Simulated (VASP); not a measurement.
A run of VASP 6.6.1 is set up as follows.

The input INCAR:

```
SYSTEM = Rh
  PREC = Accurate
  ENCUT = 520
  EDIFF = 1E-6
  ISMEAR = 1
  SIGMA = 0.05
  LREAL = .False.
  LASPH = .True.
  NELM = 80
  ALGO = Normal
  ISIF = 2
  LWAVE = .False.
  LCHARG = .False.
  NBANDS = 14
```

KPOINTS

```
regular mesh
0
Gamma
  20 20 20
  0 0 0
```

The input POSCAR:

```
Rh
1.0
    0.0000000000      1.8768047770      1.8768047770
    1.8768047770      0.0000000000      1.8768047770
    1.8768047770      1.8768047770      0.0000000000
Rh
1
Direct
    0.0000000000      0.0000000000      0.0000000000
```

Potentials or basis: VASP PAW LDA potentials, release 64 (Rh_pv).

Command:

```bash
$ cat potpaw_LDA.64/Rh_pv/POTCAR > POTCAR
$ mpirun -np 1 vasp_std > vasp.out
```

(1) Estimate the pressure.

(2) What does it give for the band gap on the k mesh?

## Answers

(1) 0.9 GPa.

(2) zero (an odd number of electrons rules out a gap without spin polarisation).
